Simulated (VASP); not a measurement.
# Sn3PbO4 (P4mm) in VASP: further runs

Sn3PbO4 is run at these levels: PBE; tasks: single point, relaxation of cell and atoms.

All numbers are computed with VASP 6.6.1; they aren't measurements. Logs are shortened: lines on timing, memory, paths and dates and some standing lists are left out, and cuts for length are marked.

### Step 1. The cell of the first run

Symmetry: P4mm, No. 99, tetragonal system. The conventional cell has a = 3.902 Å, b = 3.902 Å, c = 9.946 Å, α = 90.00°, β = 90.00°, γ = 90.00°. Sn (site symmetry 4mm) has 4 O at 2.28 Å within 3.0 Å. Sn (site symmetry 4mm) has 4 O at 2.28 Å within 3.0 Å. Sn (site symmetry 4mm) has 4 O at 2.28 Å within 3.0 Å. Pb (site symmetry 4mm) has 4 O at 2.28 Å within 3.0 Å. Within 3.0 Å of O (site symmetry 2mm) lie 4 Sn at 2.28 Å and 4 O at 2.76 Å. Within 3.0 Å of O (site symmetry 2mm) lie 2 Pb at 2.28 Å and 2 Sn at 2.28 Å and 4 O at 2.76 Å.

### Step 2. Single point, PBE

INCAR

```
PREC = Accurate
ENCUT = 520
EDIFF = 1E-6
ISMEAR = 0
SIGMA = 0.1
LREAL = F
LASPH = T
NELM = 60
ALGO = Normal
ISIF = 2
LWAVE = F
LCHARG = F
GGA = PE
NBANDS = 50
```

KPOINTS

```
Automatic mesh
0
Gamma
  4 4 2
```

POSCAR

```
Sn3PbO4
1.0
    3.9023167200      0.0000000000      0.0000000000
    0.0000000000      3.9023167200      0.0000000000
    0.0000000000      0.0000000000      9.9459454700
Sn Pb O
3 1 4
Direct
    0.5000000000      0.5000000000      0.1184500000
    0.5000000000      0.5000000000      0.6184500000
    0.0000000000      0.0000000000      0.8815500000
    0.0000000000      0.0000000000      0.3815500000
    0.0000000000      0.5000000000      0.0000000000
    0.0000000000      0.5000000000      0.5000000000
    0.5000000000      0.0000000000      0.0000000000
    0.5000000000      0.0000000000      0.5000000000
```

Potentials or basis: VASP PAW PBE potentials, release 64 (Sn_d, Pb_d, O).

Run with:

```
$ cat potpaw_PBE.64/Sn_d/POTCAR potpaw_PBE.64/Pb_d/POTCAR potpaw_PBE.64/O/POTCAR > POTCAR
$ mpirun -np 1 vasp_std > vasp.out
```

OUTCAR:

```text
PREC = Accurate
   ENCUT = 520
   EDIFF = 1E-6
   ISMEAR = 0
   LREAL = F
   LASPH = T
   NELM = 60
   ISIF = 2
   GGA = PE

 ion  position               nearest neighbor table
   1  0.500  0.500  0.118-   5 2.28   7 2.28   7 2.28   5 2.28   3 3.63   3 3.63   3 3.63   3 3.63
                             4 3.80   4 3.80   4 3.80   4 3.80
   2  0.500  0.500  0.618-   6 2.28   8 2.28   8 2.28   6 2.28   4 3.63   4 3.63   4 3.63   4 3.63

   3  0.000  0.000  0.882-   5 2.28   7 2.28   5 2.28   7 2.28   1 3.63   1 3.63   1 3.63   1 3.63

   4  0.000  0.000  0.382-   6 2.28   8 2.28   6 2.28   8 2.28   2 3.63   2 3.63   2 3.63   2 3.63
                             1 3.80   1 3.80   1 3.80   1 3.80
   5  0.000  0.500  0.000-   1 2.28   3 2.28   3 2.28   1 2.28
   6  0.000  0.500  0.500-   2 2.28   4 2.28   4 2.28   2 2.28
   7  0.500  0.000  0.000-   1 2.28   3 2.28   1 2.28   3 2.28
   8  0.500  0.000  0.500-   2 2.28   4 2.28   2 2.28   4 2.28

  LATTYP: Found a simple tetragonal cell.
 ALAT       =     3.9023167200
 C/A-ratio  =     2.5487284051

  Lattice vectors:

 A1 = (   3.9023167200,   0.0000000000,   0.0000000000)
 A2 = (   0.0000000000,   3.9023167200,   0.0000000000)
 A3 = (   0.0000000000,   0.0000000000,   9.9459454700)

Analysis of symmetry for initial positions (statically):
=====================================================================
 Subroutine PRICEL returns:
 Original cell was already a primitive cell.

 Routine SETGRP: Setting up the symmetry group for a
 simple tetragonal supercell.

 Subroutine GETGRP returns: Found  8 space group operations
 (whereof  8 operations were pure point group operations)
 out of a pool of 16 trial point group operations.

The static configuration has the point symmetry C_4v.

Analysis of symmetry for dynamics (positions and initial velocities):
=====================================================================
 Subroutine PRICEL returns:
 Original cell was already a primitive cell.

 Routine SETGRP: Setting up the symmetry group for a
 simple tetragonal supercell.

 Subroutine GETGRP returns: Found  8 space group operations
 (whereof  8 operations were pure point group operations)
 out of a pool of 16 trial point group operations.

The dynamic configuration has the point symmetry C_4v.

 Subroutine INISYM returns: Found  8 space group operations
 (whereof  8 operations are pure point group operations),
 and found     1 'primitive' translations

----------------------------------------------------------------------------------------

                                     Primitive cell

  volume of cell :     151.4576

  direct lattice vectors                    reciprocal lattice vectors
     3.902316720  0.000000000  0.000000000     0.256258031  0.000000000  0.000000000
     0.000000000  3.902316720  0.000000000     0.000000000  0.256258031  0.000000000
     0.000000000  0.000000000  9.945945470     0.000000000  0.000000000  0.100543483

  length of vectors
     3.902316720  3.902316720  9.945945470     0.256258031  0.256258031  0.100543483

  position of ions in fractional coordinates (direct lattice)
     0.500000000  0.500000000  0.118450000
     0.500000000  0.500000000  0.618450000
     0.000000000  0.000000000  0.881550000
     0.000000000  0.000000000  0.381550000
     0.000000000  0.500000000  0.000000000
     0.000000000  0.500000000  0.500000000
     0.500000000  0.000000000  0.000000000
     0.500000000  0.000000000  0.500000000

  ion indices of the primitive-cell ions
   primitive index   ion index
                 1           1
                 2           2
                 3           3
                 4           4
                 5           5
                 6           6
                 7           7
                 8           8

----------------------------------------------------------------------------------------

 KPOINTS: Automatic mesh

Automatic generation of k-mesh.
 Grid dimensions read from file:
 generate k-points for:    4    4    2

 Generating k-lattice:

  Cartesian coordinates                     Fractional coordinates (reciprocal lattice)
     0.064064508  0.000000000  0.000000000     0.250000000  0.000000000  0.000000000
     0.000000000  0.064064508  0.000000000     0.000000000  0.250000000  0.000000000
     0.000000000  0.000000000  0.050271742     0.000000000  0.000000000  0.500000000

  Length of vectors
     0.064064508  0.064064508  0.050271742

  Shift w.r.t. Gamma in fractional coordinates (k-lattice)
     0.000000000  0.000000000  0.000000000

 Subroutine IBZKPT returns following result:
 ===========================================

 Found     12 irreducible k-points:

 Following reciprocal coordinates:
            Coordinates               Weight
  0.000000  0.000000  0.000000      1.000000
  0.250000  0.000000  0.000000      4.000000
  0.500000  0.000000  0.000000      2.000000
  0.250000  0.250000  0.000000      4.000000
  0.500000  0.250000  0.000000      4.000000
  0.500000  0.500000  0.000000      1.000000
  0.000000  0.000000  0.500000      1.000000
  0.250000  0.000000  0.500000      4.000000
  0.500000  0.000000  0.500000      2.000000
  0.250000  0.250000  0.500000      4.000000
  0.500000  0.250000  0.500000      4.000000
  0.500000  0.500000  0.500000      1.000000
   k-points           NKPTS =     12   k-points in BZ     NKDIM =     12   number of bands    NBANDS=     50
   number of dos      NEDOS =    301   number of ions     NIONS =      8
   total plane-waves  NPLWV =  72000
   dimension x,y,z NGX =    30 NGY =   30 NGZ =   80
   dimension x,y,z NGXF=    60 NGYF=   60 NGZF=  160
   ions per type =               3   1   4
   NGX,Y,Z   is equivalent  to a cutoff of  12.78, 12.78, 13.37 a.u.
   NGXF,Y,Z  is equivalent  to a cutoff of  25.56, 25.56, 26.74 a.u.
 SYSTEM =  unknown system
   PREC   = accura    normal or accurate (medium, high low for compatibility)
   ISTART =      0    job   : 0-new  1-cont  2-samecut
   ICHARG =      2    charge: 1-file 2-atom 10-const
   ISPIN  =      1    spin polarized calculation?
   LNONCOLLINEAR =      F non collinear calculations
   LSORBIT =      F    spin-orbit coupling
   LASPH  =      T    aspherical Exc in radial PAW
   ENCUT  =  520.0 eV  38.22 Ry    6.18 a.u.   7.26  7.26 18.49*2*pi/ulx,y,z
   NELM   =     60;   NELMIN=  2; NELMDL= -5     # of ELM steps
   EDIFF  = 0.1E-05   stopping-criterion for ELM
   LREAL  =      F    real-space projection
   EDIFFG = 0.1E-04   stopping-criterion for IOM
   NSW    =      0    number of steps for IOM
   IBRION =     -1    ionic relax: 0-MD 1-quasi-New 2-CG
   NFREE  =      0    steps in history (QN), initial steepest desc. (CG)
   ISIF   =      2    stress and relaxation
   ISYM   =      2    0-nonsym 1-usesym 2-fastsym
   POTIM  = 0.5000    time-step for ionic-motion
   TEBEG  =    0.0;   TEEND  =   0.0 temperature during run
   PSTRESS=    0.0 pullay stress
   NELECT =      80.0000    total number of electrons
   NUPDOWN=      -1.0000    fix difference up-down
   EMIN   =  10.00;   EMAX   =-10.00  energy-range for DOS
   EFERMI =   0.00;   METHOD = LEGACY
   ISMEAR =     0;   SIGMA  =   0.10  broadening in eV -4-tet -1-fermi 0-gaus
   EFERMI_NEDOS =   21; number of points for ismear=-14 and -15
   IALGO  =     38    algorithm
   IMIX   =      4    mixing-type and parameters
     AMIX     =   0.40;   BMIX     =  1.00
     AMIX_MAG =   1.60;   BMIX_MAG =  1.00
  volume/ion in A,a.u.               =      18.93       127.76
  Fermi-wavevector in a.u.,A,eV,Ry     =   1.323349  2.500767 23.827245  1.751253
  Thomas-Fermi vector in A             =   2.452964
   LORBIT       =      0    0 simple, 1 ext, 2 COOP (PROOUT), +10 PAW based schemes
   GGA     = PE    functional components
   LHFCALC =     F    Hartree Fock is set to
   AEXX    =    0.0000 exact exchange contribution
   IVDW    =     0    specifies the selected vdW correction
   LEPSILON=     F    determine dielectric tensor
   LRPA    =     F    only Hartree local field effects (RPA)
 non-spin polarized calculation
 Gauss-broadening in eV      SIGMA  =   0.10
  energy-cutoff  :      520.00
  volume of cell :      151.46
 maximum number of plane-waves:      4141
 NGX is ok and might be reduce to    30
   NGX = 15   NGY = 15   NGZ = 37

 number of electron      79.9999978 magnetization

 Free energy of the ion-electron system (eV)
  ---------------------------------------------------
  ext. energy  EPLUGINS =         0.00000000
  ---------------------------------------------------
  free energy    TOTEN  =       -44.67766621 eV

  energy without entropy =      -44.67766163  energy(sigma->0) =      -44.67766392

 E-fermi :   6.2538     XC(G=0):  -9.9149

 val. band max:        5.9956391182   @ k =   0.0000   0.0000   0.0000
 cond. band min:       6.5243674193   @ k =   0.5000   0.5000   0.0000
 fundamental gap:      0.5287283011
 Fermi energy:         6.2538413776

 k-point     1 :       0.0000    0.0000    0.0000
  band No.  band energies     occupation
      1     -15.6263      2.00000
      2     -15.3375      2.00000
      3     -15.3375      2.00000
      4     -15.3357      2.00000
      5     -15.3167      2.00000
      6     -15.3006      2.00000
[... 42 lines left out ...]
     49      11.9144      0.00000
     50      11.9144      0.00000

 k-point     2 :       0.2500    0.0000    0.0000
  band No.  band energies     occupation
      1     -15.6000      2.00000
      2     -15.3993      2.00000
      3     -15.3448      2.00000
      4     -15.3354      2.00000
      5     -15.3025      2.00000
      6     -15.2737      2.00000
[... 42 lines left out ...]
     49      12.0176      0.00000
     50      12.2048      0.00000

 k-point     3 :       0.5000    0.0000    0.0000
  band No.  band energies     occupation
      1     -15.5269      2.00000
      2     -15.5235      2.00000
      3     -15.3520      2.00000
      4     -15.3353      2.00000
      5     -15.2950      2.00000
      6     -15.2570      2.00000
[... 466 lines left out ...]
     49      12.8098      0.00000
     50      12.8899      0.00000

 k-point    12 :       0.5000    0.5000    0.5000
  band No.  band energies     occupation
      1     -15.5605      2.00000
      2     -15.5605      2.00000
      3     -15.3614      2.00000
      4     -15.3314      2.00000
      5     -15.2881      2.00000
      6     -15.2151      2.00000
[... 42 lines left out ...]
     49      11.7675      0.00000
     50      11.9035      0.00000

------------------------ aborting loop because EDIFF is reached ----------------------------------------

  FORCE on cell =-STRESS in cart. coord.  units (eV):
  Direction    XX          YY          ZZ          XY          YZ          ZX
  --------------------------------------------------------------------------------------
  -------------------------------------------------------------------------------------
  Total        0.7339461      0.7339461      0.5674421      0.0000000      0.0000000      0.0000000
  in kB        7.7639663      7.7639663      6.0026223      0.0000000      0.0000000      0.0000000
  external PRESSURE =       7.1768516 kB  Pullay stress =       0.0000000 kB

 VOLUME and BASIS-vectors are now :
 -----------------------------------------------------------------------------
  energy-cutoff  :      520.00
  volume of cell :      151.46
      direct lattice vectors                 reciprocal lattice vectors
     3.902316720  0.000000000  0.000000000     0.256258031  0.000000000  0.000000000
     0.000000000  3.902316720  0.000000000     0.000000000  0.256258031  0.000000000
     0.000000000  0.000000000  9.945945470     0.000000000  0.000000000  0.100543483

 POSITION                                       TOTAL-FORCE (eV/Angst)
 -----------------------------------------------------------------------------------
      1.95116      1.95116      1.17810        -0.000000     -0.000000     -0.735142
      1.95116      1.95116      6.15107         0.000000      0.000000     -0.544487
      0.00000      0.00000      8.76785         0.000000      0.000000      0.288746
      0.00000      0.00000      3.79488         0.000000     -0.000000     -1.098185
      0.00000      1.95116      0.00000         0.000000     -0.000000      0.159368
      0.00000      1.95116      4.97297         0.000000      0.000000      0.885166
      1.95116      0.00000      0.00000         0.000000     -0.000000      0.159368
      1.95116      0.00000      4.97297         0.000000     -0.000000      0.885166
 -----------------------------------------------------------------------------------
    total drift:                                0.000000      0.000000     -0.000188

  FREE ENERGIE OF THE ION-ELECTRON SYSTEM (eV)
  ---------------------------------------------------
  free  energy   TOTEN  =       -44.6776662127 eV

  energy  without entropy=      -44.6776616307  energy(sigma->0) =      -44.67766392
```

It took 2 min on 1 thread of Intel Xeon Platinum 8375C at 2.90GHz (Ice Lake), shared host; peak memory 0.29 GiB.

What came out:

- Free energy: -44.6777 eV
- Pressure: 0.7 GPa
- Largest force: 1.098 eV/Å
- Band gap on the k mesh: 0.53 eV (least direct gap 1.82 eV)

Forces on the atoms (eV/Å):
```
Sn   0.000  0.000 -0.735
Sn   0.000  0.000 -0.544
Sn   0.000  0.000  0.289
Pb   0.000  0.000 -1.098
O    0.000  0.000  0.159
O    0.000  0.000  0.885
O    0.000  0.000  0.159
O    0.000  0.000  0.885
```

Caveat: spin-orbit coupling is left out, which moves the levels of the heavy elements; forces of over 1 eV/Å act on the atoms, so gaps and moduli don't describe the material at rest. A k mesh can miss the band edges.

### Step 3. Single point, PBE

This run uses another cell than the first one, of 19.60 Å³/atom.

INCAR

```
SYSTEM = Sn3PbO4
ALGO = Normal ; EDIFF = 1E-7
ENCUT = 520 ; GGA = PE
ISIF = 2 ; ISMEAR = 0
LASPH = .True. ; LCHARG = .False.
LREAL = .False. ; LWAVE = .False.
NBANDS = 50 ; NELM = 80
PREC = Accurate ; SIGMA = 0.1
```

KPOINTS

```
k-points
0
Gamma
  4 4 2
  0 0 0
```

POSCAR

```
Sn3PbO4
1.0
    3.9072221844      0.0000000000      0.0000000000
    0.0000000000      3.9072221844      0.0000000000
    0.0000000000      0.0000000000     10.2684963435
Sn Pb O
3 1 4
Direct
    0.5000000000      0.5000000000      0.1018833833
    0.5000000000      0.5000000000      0.6194598193
    0.0000000000      0.0000000000      0.8785426657
    0.0000000000      0.0000000000      0.3871878017
    0.0000000000      0.5000000000     -0.0056802538
    0.0000000000      0.5000000000      0.5121434188
    0.5000000000      0.0000000000     -0.0056802538
    0.5000000000      0.0000000000      0.5121434188
```

Potentials or basis: VASP PAW PBE potentials, release 64 (Sn_d, Pb_d, O).

Run with:

```
$ cat potpaw_PBE.64/Sn_d/POTCAR potpaw_PBE.64/Pb_d/POTCAR potpaw_PBE.64/O/POTCAR > POTCAR
$ mpirun -np 1 vasp_std > vasp.out
```

Run time: 2.3 min. Hardware: 1 thread of Intel Xeon Platinum 8375C at 2.90GHz (Ice Lake), shared host; peak memory 0.29 GiB.

The run converged. Its results:

* Free energy: -44.8180 eV
* Pressure: 0.3 GPa
* Largest force: 0.084 eV/Å
* Band gap on the k mesh: 0.76 eV (least direct gap 1.67 eV)

Forces in eV/Å, atoms in the order of the input:
```
Sn   0.000  0.000  0.084
Sn   0.000  0.000  0.050
Sn   0.000  0.000 -0.049
Pb   0.000  0.000 -0.069
O    0.000  0.000 -0.019
O    0.000  0.000  0.011
O    0.000  0.000 -0.019
O    0.000  0.000  0.011
```

Stress tensor (GPa, compression positive):
```
0.27 0.00 0.00
0.00 0.27 0.00
0.00 0.00 0.47
```

Levels at points of the mesh, in eV from the valence-band top:
| k point | band 38 | band 39 | band 40 | band 41 | band 42 | band 43 |
| --- | --- | --- | --- | --- | --- | --- |
| (0.00, 0.00, 0.00) | -2.21 | -1.64 | 0.00 | 1.67 | 2.00 | 3.54 |
| (0.50, 0.00, 0.00) | -2.00 | -1.55 | -1.13 | 2.37 | 2.46 | 3.20 |
| (0.50, 0.50, 0.00) | -1.75 | -1.46 | -1.35 | 0.76 | 0.76 | 2.85 |
| (0.00, 0.00, 0.50) | -2.21 | -0.78 | -0.46 | 1.57 | 1.87 | 3.93 |
| (0.50, 0.00, 0.50) | -1.73 | -1.70 | -1.39 | 2.41 | 2.59 | 3.05 |
| (0.50, 0.50, 0.50) | -1.75 | -1.48 | -1.46 | 1.44 | 1.44 | 1.54 |

Caveat: spin-orbit coupling is left out, which moves the levels of the heavy elements.

(Part 1 of 2 ends here.)
